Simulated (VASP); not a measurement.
## Mg63Si32W (a cell with a defect): single point with PBEsol

System: Mg63Si32W (a cell with a defect).

```
CELL_PARAMETERS angstrom
12.64950 0.00000 0.00000
0.00000 12.64950 0.00000
0.00000 0.00000 12.64950
ATOMIC_POSITIONS crystal
Mg 0.37474 0.12533 0.12574
Mg 0.37495 0.12531 0.62527
Mg 0.37496 0.62486 0.12559
Mg 0.87535 0.12524 0.12563
Mg 0.87541 0.12537 0.62502
Mg 0.87542 0.62464 0.12571
Mg 0.87540 0.62491 0.62523
Mg 0.12493 0.37487 0.12528
Mg 0.12402 0.37389 0.62250
Mg 0.12492 0.87530 0.12587
Mg 0.12406 0.87531 0.62813
Mg 0.62539 0.37487 0.12593
Mg 0.62545 0.37395 0.62820
Mg 0.62559 0.87556 0.12537
Mg 0.62644 0.87639 0.62151
Mg 0.12490 0.12490 0.37523
Mg 0.12494 0.12555 0.87567
Mg 0.12406 0.62213 0.37441
Mg 0.12402 0.62781 0.87583
Mg 0.62538 0.12557 0.37520
Mg 0.62560 0.12501 0.87590
Mg 0.62551 0.62783 0.37430
Mg 0.62638 0.62112 0.87670
Mg 0.12384 0.12504 0.12544
Mg 0.12518 0.12481 0.62521
Mg 0.12519 0.62486 0.12533
Mg 0.12323 0.62496 0.62557
Mg 0.62592 0.12505 0.12541
Mg 0.62461 0.12511 0.62513
Mg 0.62462 0.62477 0.12544
Mg 0.62667 0.62418 0.62453
Mg 0.37219 0.37400 0.37438
Mg 0.37786 0.37389 0.87583
Mg 0.37791 0.87544 0.37428
Mg 0.37122 0.87631 0.87667
Mg 0.87498 0.37484 0.37519
Mg 0.87561 0.37489 0.87566
Mg 0.87566 0.87530 0.37524
Mg 0.87506 0.87552 0.87590
Mg 0.37492 0.37509 0.12532
Mg 0.37513 0.37319 0.62555
Mg 0.37483 0.87454 0.12545
Mg 0.37428 0.87651 0.62448
Mg 0.87514 0.37377 0.12541
Mg 0.87495 0.37513 0.62519
Mg 0.87509 0.87581 0.12541
Mg 0.87518 0.87458 0.62515
Mg 0.37490 0.12490 0.37547
Mg 0.37484 0.12505 0.87492
Mg 0.37524 0.62512 0.37343
Mg 0.37419 0.62407 0.87683
Mg 0.87512 0.12503 0.37413
Mg 0.87511 0.12504 0.87620
Mg 0.87500 0.62482 0.37544
Mg 0.87513 0.62478 0.87488
Mg 0.12433 0.37424 0.37461
Mg 0.12673 0.37668 0.87316
Mg 0.12672 0.87285 0.37694
Mg 0.12414 0.87554 0.87585
Mg 0.62288 0.37670 0.37704
Mg 0.62560 0.37405 0.87592
Mg 0.62565 0.87556 0.37442
Mg 0.62369 0.87362 0.87398
W 0.37509 0.62494 0.62531
Si 0.00006 0.00003 0.00040
Si 0.00100 0.99894 0.50053
Si 0.00100 0.50017 0.99933
Si 0.00007 0.50033 0.50071
Si 0.50013 0.99867 0.99903
Si 0.49948 0.99989 0.50086
Si 0.49945 0.50050 0.00025
Si 0.48852 0.50984 0.51020
Si 0.25021 0.25091 0.99934
Si 0.25043 0.24998 0.50072
Si 0.25060 0.74939 0.00024
Si 0.25993 0.73834 0.51019
Si 0.75013 0.24999 0.00044
Si 0.74902 0.25094 0.50052
Si 0.74871 0.75005 0.99901
Si 0.74999 0.74941 0.50087
Si 0.25022 0.99896 0.25128
Si 0.25059 0.99987 0.74975
Si 0.25042 0.50035 0.25036
Si 0.25990 0.50981 0.73877
Si 0.75014 0.00006 0.25035
Si 0.74873 0.99867 0.75043
Si 0.74904 0.50016 0.25128
Si 0.74995 0.50050 0.74975
Si 0.00006 0.24998 0.25035
Si 0.00097 0.25090 0.75065
Si 0.00098 0.75029 0.25127
Si 0.00027 0.74967 0.75003
Si 0.50036 0.25093 0.25130
Si 0.49974 0.25019 0.75004
Si 0.49977 0.74969 0.25051
Si 0.48808 0.73797 0.73832
```

```yaml
Program: VASP 6.6.1
Task: single point
Functional: PBEsol
Potentials_or_basis: VASP PAW PBE potentials, release 64 (Mg, W_sv, Si)
Cutoff: 520 eV
k_mesh: 1 × 1 × 1, shifted
Occupations: fermi-dirac, width 0.05 eV
Spin: no spin polarisation
Dipole_correction: no
Charge: 2
Further_INCAR_settings: LREAL = Auto; ALGO = Normal; EDIFF = 1e-06; NBANDS = 188; ISYM = 0; NELECT = 266.0
```

```yaml
Largest_force: 0.209 eV/Å
```

Forces in eV/Å, atoms in the order of the input:
```
Mg   0.020 -0.028 -0.030
Mg   0.005 -0.019  0.003
Mg   0.004  0.005 -0.017
Mg  -0.022 -0.022 -0.023
Mg  -0.029 -0.029  0.020
Mg  -0.030  0.022 -0.031
Mg  -0.020  0.004  0.004
Mg  -0.008 -0.009 -0.024
Mg  -0.007 -0.007 -0.021
Mg  -0.007  0.001 -0.026
Mg   0.003  0.025 -0.001
Mg   0.001 -0.008 -0.027
Mg   0.024  0.003 -0.002
Mg  -0.012 -0.013 -0.020
Mg  -0.025 -0.027  0.034
Mg  -0.008 -0.023 -0.008
Mg  -0.007 -0.026  0.002
Mg  -0.008 -0.019 -0.010
Mg   0.003  0.000  0.022
Mg   0.002 -0.026 -0.006
Mg  -0.013 -0.018 -0.013
Mg   0.023  0.000  0.004
Mg  -0.024  0.035 -0.025
Mg   0.012 -0.004 -0.006
Mg   0.009 -0.001  0.013
Mg   0.008  0.013 -0.006
Mg  -0.007 -0.006 -0.017
Mg   0.014 -0.007 -0.008
Mg   0.012 -0.009  0.023
Mg   0.012  0.023 -0.009
Mg  -0.006  0.014  0.013
Mg  -0.020 -0.008 -0.008
Mg   0.000  0.005  0.022
Mg  -0.002  0.022  0.004
Mg   0.035 -0.025 -0.024
Mg  -0.024 -0.009 -0.007
Mg  -0.026 -0.007  0.002
Mg  -0.027  0.002 -0.007
Mg  -0.018 -0.013 -0.013
Mg   0.013  0.008 -0.005
Mg  -0.009 -0.009 -0.017
Mg   0.024  0.012 -0.010
Mg   0.013 -0.005  0.014
Mg  -0.005  0.011 -0.005
Mg  -0.003  0.007  0.014
Mg  -0.007  0.015 -0.008
Mg  -0.009  0.011  0.022
Mg   0.014 -0.003  0.009
Mg   0.022 -0.008  0.012
Mg  -0.013 -0.012 -0.005
Mg   0.016  0.018 -0.003
Mg  -0.005 -0.004  0.012
Mg  -0.008 -0.007  0.015
Mg  -0.004  0.014  0.010
Mg  -0.008  0.022  0.013
Mg   0.011  0.011  0.011
Mg   0.008  0.007  0.033
Mg   0.009  0.029  0.011
Mg   0.013  0.012  0.013
Mg   0.031  0.007  0.009
Mg   0.012  0.013  0.011
Mg   0.012  0.012  0.013
Mg  -0.023 -0.023 -0.023
W   -0.124 -0.120 -0.118
Si   0.003  0.007  0.007
Si   0.017 -0.004 -0.019
Si   0.016 -0.019 -0.004
Si   0.007  0.000  0.002
Si  -0.024  0.025  0.027
Si  -0.006  0.000 -0.023
Si  -0.006 -0.023 -0.001
Si   0.039  0.051  0.051
Si  -0.018  0.016 -0.003
Si   0.000  0.008  0.003
Si  -0.023 -0.007 -0.001
Si   0.052  0.041  0.053
Si   0.006  0.004  0.006
Si  -0.003  0.016 -0.019
Si   0.026 -0.024  0.027
Si  -0.001 -0.006 -0.023
Si  -0.018 -0.004  0.016
Si  -0.021 -0.002 -0.006
Si   0.002  0.001  0.008
Si   0.052  0.051  0.042
Si   0.006  0.005  0.004
Si   0.027  0.027 -0.024
Si  -0.003 -0.019  0.017
Si   0.000 -0.020 -0.005
Si   0.005  0.005  0.006
Si   0.008  0.007 -0.030
Si   0.007 -0.032  0.008
Si  -0.017 -0.010 -0.008
Si  -0.030  0.006  0.007
Si  -0.010 -0.017 -0.007
Si  -0.009 -0.009 -0.015
Si   0.099  0.099  0.101
```

Levels at points of the mesh, in eV from the Fermi level:
```
           k point  band 130  band 131  band 132  band 133  band 134  band 135
(0.25, 0.25, 0.25)     -0.57     -0.46     -0.46      0.01      0.01      0.10
```

Run time: 54 min on 1 thread of Intel(R) Xeon(R) Platinum 8259CL CPU @ 2.50GHz (Skylake/Cascade Lake), on a shared host, peak memory 2.2 GiB.

Caveat: the cell carries a net charge on a neutralising background, which shifts energy and pressure; the cell is charged against a uniform background, so pressure and absolute levels hang on convention; the PAW data sets were made with another functional, which shifts forces and pressure a little; spin-orbit coupling is left out, which moves the levels of the heavy elements.
